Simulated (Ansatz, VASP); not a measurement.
**CaB6: VASP beside Ansatz**

```
Ca B
1.0
     4.14787    0.00000    0.00000
     0.00000    4.14787    0.00000
     0.00000    0.00000    4.14787
Ca B
1 6
Direct
  0.50000 0.50000 0.50000
  0.00000 0.00000 0.29821
  0.00000 0.00000 0.70179
  0.29821 0.00000 0.00000
  0.70179 0.00000 0.00000
  0.00000 0.29821 0.00000
  0.00000 0.70179 0.00000
```

Alike in both runs: functional PBE; k mesh 8 × 8 × 8; occupations gaussian, width 0.01 eV; no spin polarisation.

Ansatz relaxed the structure, and its values are those at the end. VASP's run is a single point on that final structure, the one shown.

|  | VASP | Ansatz |
| --- | --- | --- |
| version | VASP 6.6.1 | Ansatz 0.2.0 |
| potentials or method | VASP PAW PBE potentials, release 64 (Ca_sv, B), cutoff 520 eV | scalar-relativistic, plane waves, PAW |
| valence electrons in the cell | 28 | 28 |

Ansatz gave:

| Quantity | Value |
| --- | --- |
| gap on the k mesh at the Fermi level (eV) | 0.07 |
| least direct gap on the mesh (eV) | 0.14 |
| pressure (GPa) | 0.0 |
| rms of the force components (eV/Å) | 0.001 |

Problem. Estimate VASP's values.

Solution. gap on the k mesh at the Fermi level (eV): 0.07; least direct gap on the mesh (eV): 0.14; pressure (GPa): 0.1; rms of the force components (eV/Å): 0.008.

The functional is the same, so the differences come from potentials, cutoffs and numerics.
